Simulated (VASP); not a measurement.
# AlN (P6_3mc) in VASP: further runs, part 2 of 2

VASP 6.6.1. Earlier steps stand in the parts before.

### 5 Single point, PBE

This run uses another cell than the first one, of the same volume but with other edges.

Contents of INCAR:

```
PREC     = Accurate       # precision mode
ENCUT    = 600            # plane-wave cutoff, eV
EDIFF    = 1E-6           # SCF threshold, eV
ISMEAR   = 0              # smearing method
SIGMA    = 0.05           # smearing width, eV
LREAL    = False          # projectors in reciprocal space
LASPH    = True           # aspherical terms in the spheres
NELM     = 120            # most SCF steps
ALGO     = Normal         # electronic algorithm
ISIF     = 2              # what is computed and relaxed
LWAVE    = False          # write WAVECAR
LCHARG   = False          # write CHGCAR
GGA      = PE             # functional
NBANDS   = 16             # bands
GGA_COMPAT= False
```

Contents of KPOINTS:

```
Automatic mesh
0
Gamma
  7 7 4
```

Contents of POSCAR:

```
AlN
1.0
    2.9713000293      0.0000000000      0.0000000000
   -1.4856500146      2.5732240928      0.0000000000
    0.0000000000      0.0000000000      5.4674115845
Al N
2 2
Direct
    0.3333333333      0.6666666667      0.0000000000
    0.6666666667      0.3333333333      0.5000000000
    0.3333333333      0.6666666667      0.3800000000
    0.6666666667      0.3333333333      0.8800000000
```

Potentials or basis: VASP PAW PBE potentials, release 64 (Al, N).

Run with:

```sh
cat potpaw_PBE.64/Al/POTCAR potpaw_PBE.64/N/POTCAR > POTCAR
mpirun -np 1 vasp_std > vasp.out
```

OUTCAR:

```text
PREC = Accurate
   ENCUT = 600
   EDIFF = 1E-6
   ISMEAR = 0
   LREAL = False
   LASPH = True
   NELM = 120
   ISIF = 2
   GGA = PE

 ion  position               nearest neighbor table
   1  0.333  0.667  0.000-   4 1.84   4 1.84   4 1.84   3 2.08   2 3.23   2 3.23   2 3.23   2 3.23
                             2 3.23   2 3.23
   2  0.667  0.333  0.500-   3 1.84   3 1.84   3 1.84   4 2.08   1 3.23   1 3.23   1 3.23   1 3.23
                             1 3.23   1 3.23
   3  0.333  0.667  0.380-   2 1.84   2 1.84   2 1.84   1 2.08
   4  0.667  0.333  0.880-   1 1.84   1 1.84   1 1.84   2 2.08

  LATTYP: Found a hexagonal cell.
 ALAT       =     2.9713000293
 C/A-ratio  =     1.8400738837

  Lattice vectors:

 A1 = (   2.9713000293,   0.0000000000,   0.0000000000)
 A2 = (  -1.4856500146,   2.5732240928,   0.0000000000)
 A3 = (   0.0000000000,   0.0000000000,   5.4674115845)

Analysis of symmetry for initial positions (statically):
=====================================================================
 Subroutine PRICEL returns:
 Original cell was already a primitive cell.

 Routine SETGRP: Setting up the symmetry group for a
 hexagonal supercell.

 Subroutine GETGRP returns: Found 12 space group operations
 (whereof  6 operations were pure point group operations)
 out of a pool of 24 trial point group operations.

The static configuration has the point symmetry C_3v.
 The point group associated with its full space group is C_6v.

Analysis of symmetry for dynamics (positions and initial velocities):
=====================================================================
 Subroutine PRICEL returns:
 Original cell was already a primitive cell.

 Routine SETGRP: Setting up the symmetry group for a
 hexagonal supercell.

 Subroutine GETGRP returns: Found 12 space group operations
 (whereof  6 operations were pure point group operations)
 out of a pool of 24 trial point group operations.

The dynamic configuration has the point symmetry C_3v.
 The point group associated with its full space group is C_6v.

 Subroutine INISYM returns: Found 12 space group operations
 (whereof  6 operations are pure point group operations),
 and found     1 'primitive' translations

----------------------------------------------------------------------------------------

                                     Primitive cell

  volume of cell :      41.8028

  direct lattice vectors                    reciprocal lattice vectors
     2.971300029  0.000000000  0.000000000     0.336553021  0.194308767  0.000000000
    -1.485650015  2.573224093  0.000000000     0.000000000  0.388617533  0.000000000
     0.000000000  0.000000000  5.467411584     0.000000000  0.000000000  0.182901906

  length of vectors
     2.971300029  2.971302441  5.467411584     0.388617849  0.388617533  0.182901906

  position of ions in fractional coordinates (direct lattice)
     0.333333333  0.666666667  0.000000000
     0.666666667  0.333333333  0.500000000
     0.333333333  0.666666667  0.380000000
     0.666666667  0.333333333  0.880000000

  ion indices of the primitive-cell ions
   primitive index   ion index
                 1           1
                 2           2
                 3           3
[... 27 lines left out ...]

 Following reciprocal coordinates:
            Coordinates               Weight
  0.000000  0.000000  0.000000      1.000000
  0.142857  0.000000  0.000000      6.000000
  0.285714 -0.000000  0.000000      6.000000
  0.428571 -0.000000  0.000000      6.000000
  0.142857  0.142857  0.000000      6.000000
  0.285714  0.142857  0.000000     12.000000
[... 16 lines left out ...]
  0.428571  0.142857  0.500000      6.000000
  0.285714  0.285714  0.500000      6.000000
   k-points           NKPTS =     24   k-points in BZ     NKDIM =     24   number of bands    NBANDS=     16
   number of dos      NEDOS =    301   number of ions     NIONS =      4
   total plane-waves  NPLWV =  27648
   dimension x,y,z NGX =    24 NGY =   24 NGZ =   48
   dimension x,y,z NGXF=    48 NGYF=   48 NGZF=   96
   ions per type =               2   2
   NGX,Y,Z   is equivalent  to a cutoff of  13.43, 13.43, 14.60 a.u.
   NGXF,Y,Z  is equivalent  to a cutoff of  26.86, 26.86, 29.19 a.u.
 SYSTEM =  unknown system
   PREC   = accura    normal or accurate (medium, high low for compatibility)
   ISTART =      0    job   : 0-new  1-cont  2-samecut
   ICHARG =      2    charge: 1-file 2-atom 10-const
   ISPIN  =      1    spin polarized calculation?
   LNONCOLLINEAR =      F non collinear calculations
   LSORBIT =      F    spin-orbit coupling
   LASPH  =      T    aspherical Exc in radial PAW
   ENCUT  =  600.0 eV  44.10 Ry    6.64 a.u.   5.93  5.93 10.92*2*pi/ulx,y,z
   NELM   =    120;   NELMIN=  2; NELMDL= -5     # of ELM steps
   EDIFF  = 0.1E-05   stopping-criterion for ELM
   LREAL  =      F    real-space projection
   EDIFFG = 0.1E-04   stopping-criterion for IOM
   NSW    =      0    number of steps for IOM
   IBRION =     -1    ionic relax: 0-MD 1-quasi-New 2-CG
   NFREE  =      0    steps in history (QN), initial steepest desc. (CG)
   ISIF   =      2    stress and relaxation
   ISYM   =      2    0-nonsym 1-usesym 2-fastsym
   POTIM  = 0.5000    time-step for ionic-motion
   TEBEG  =    0.0;   TEEND  =   0.0 temperature during run
   PSTRESS=    0.0 pullay stress
   NELECT =      16.0000    total number of electrons
   NUPDOWN=      -1.0000    fix difference up-down
   EMIN   =  10.00;   EMAX   =-10.00  energy-range for DOS
   EFERMI =   0.00;   METHOD = LEGACY
   ISMEAR =     0;   SIGMA  =   0.05  broadening in eV -4-tet -1-fermi 0-gaus
   EFERMI_NEDOS =   21; number of points for ismear=-14 and -15
   IALGO  =     38    algorithm
   IMIX   =      4    mixing-type and parameters
     AMIX     =   0.40;   BMIX     =  1.00
     AMIX_MAG =   1.60;   BMIX_MAG =  1.00
  volume/ion in A,a.u.               =      10.45        70.52
  Fermi-wavevector in a.u.,A,eV,Ry     =   1.188629  2.246182 19.222829  1.412838
  Thomas-Fermi vector in A             =   2.324754
   LORBIT       =      0    0 simple, 1 ext, 2 COOP (PROOUT), +10 PAW based schemes
   GGA     = PE    functional components
   LHFCALC =     F    Hartree Fock is set to
   AEXX    =    0.0000 exact exchange contribution
   IVDW    =     0    specifies the selected vdW correction
   LEPSILON=     F    determine dielectric tensor
   LRPA    =     F    only Hartree local field effects (RPA)
 non-spin polarized calculation
 Gauss-broadening in eV      SIGMA  =   0.05
  energy-cutoff  :      600.00
  volume of cell :       41.80
 maximum number of plane-waves:      1412
 NGX is ok and might be reduce to    24

 number of electron      16.0000001 magnetization

 Free energy of the ion-electron system (eV)
  ---------------------------------------------------
  ext. energy  EPLUGINS =         0.00000000
  ---------------------------------------------------
  free energy    TOTEN  =       -29.14473223 eV

  energy without entropy =      -29.14473223  energy(sigma->0) =      -29.14473223

 E-fermi :   6.4366     XC(G=0): -10.9039

 val. band max:        6.1711869212   @ k =   0.0000   0.0000   0.0000
 cond. band min:       9.6860868351   @ k =   0.0000   0.0000   0.0000
 fundamental gap:      3.5148999140
 Fermi energy:         6.4365970629

 k-point     1 :       0.0000    0.0000    0.0000
  band No.  band energies     occupation
      1      -9.0688      2.00000
      2      -7.4951      2.00000
      3      -0.1916      2.00000
      4       5.5291      2.00000
      5       5.8371      2.00000
      6       5.8371      2.00000
[... 433 lines left out ...]
      3       1.4122      2.00000
      4       1.4122      2.00000
      5       2.7396      2.00000
      6       2.7396      2.00000
[... 8 lines left out ...]
     15      19.8696      0.00000
     16      19.8696      0.00000

------------------------ aborting loop because EDIFF is reached ----------------------------------------

  FORCE on cell =-STRESS in cart. coord.  units (eV):
  Direction    XX          YY          ZZ          XY          YZ          ZX
  --------------------------------------------------------------------------------------
  -------------------------------------------------------------------------------------
  Total        6.8191845      6.8191993     -6.7733991      0.0000000      0.0000000      0.0000000
  in kB      261.3588071    261.3593729   -259.6039899      0.0000000      0.0000000      0.0000000
  external PRESSURE =      87.7047300 kB  Pullay stress =       0.0000000 kB

 VOLUME and BASIS-vectors are now :
 -----------------------------------------------------------------------------
  energy-cutoff  :      600.00
  volume of cell :       41.80
      direct lattice vectors                 reciprocal lattice vectors
     2.971300029  0.000000000  0.000000000     0.336553021  0.194308767  0.000000000
    -1.485650015  2.573224093  0.000000000     0.000000000  0.388617533  0.000000000
     0.000000000  0.000000000  5.467411584     0.000000000  0.000000000  0.182901906

 POSITION                                       TOTAL-FORCE (eV/Angst)
 -----------------------------------------------------------------------------------
     -0.00000      1.71548      0.00000        -0.000000     -0.000000      0.803068
      1.48565      0.85774      2.73371         0.000000      0.000000      0.803068
     -0.00000      1.71548      2.07762         0.000000      0.000000     -0.803068
      1.48565      0.85774      4.81132        -0.000000     -0.000000     -0.803068
 -----------------------------------------------------------------------------------
    total drift:                                0.000000      0.000000     -0.000024

  FREE ENERGIE OF THE ION-ELECTRON SYSTEM (eV)
  ---------------------------------------------------
  free  energy   TOTEN  =       -29.1447322292 eV

  energy  without entropy=      -29.1447322292  energy(sigma->0) =      -29.14473223
```

It took 11 s on 1 thread of Intel Xeon Platinum 8488C (Sapphire Rapids), shared host; peak memory 0.16 GiB.

What came out:

| Quantity | Value |
| --- | --- |
| Free energy | -29.1447 eV |
| Pressure | 8.8 GPa |
| Largest force | 0.803 eV/Å |
| Band gap on the k mesh | 3.51 eV |

Forces in eV/Å, atoms in the order of the input:
```
Al   0.000  0.000  0.803
Al   0.000  0.000  0.803
N    0.000  0.000 -0.803
N    0.000  0.000 -0.803
```

Caveat: the stress differs along the axes, from -26 to 26 GPa. A hybrid or GW would open this gap; PBE tends to underestimate it.

### 6 The runs side by side

| cell | gap on the mesh (eV) | pressure (GPa) | largest force (eV/Å) |
| --- | --- | --- | --- |
| a = 3.075, b = 3.075, c = 5.105 Å, angles 90.0, 90.0, 120.0°, 4 atoms | 4.29 | 3.9 | 0.27 |
| a = 3.039, b = 3.039, c = 5.227 Å, angles 90.0, 90.0, 120.0°, 4 atoms | 4.11 | 5.0 | 0.54 |
| a = 3.004, b = 3.004, c = 5.348 Å, angles 90.0, 90.0, 120.0°, 4 atoms | 3.85 | 6.7 | 0.71 |
| a = 2.971, b = 2.971, c = 5.467 Å, angles 90.0, 90.0, 120.0°, 4 atoms | 3.51 | 8.8 | 0.80 |

Alike in all rows: task single point; level PBE; potentials or basis VASP PAW PBE potentials, release 64 (Al, N); no spin polarisation; k mesh 7 × 7 × 4; cutoff (eV) 600; smearing gaussian 0.05 eV.

Caveats: the stress differs along the axes, from -5 to 8 GPa (at least some runs); the stress differs along the axes, from -13 to 14 GPa (at least some runs); the stress differs along the axes, from -20 to 20 GPa (at least some runs); the stress differs along the axes, from -26 to 26 GPa (at least some runs).

Absolute energies hang on the potentials; compare differences alone.
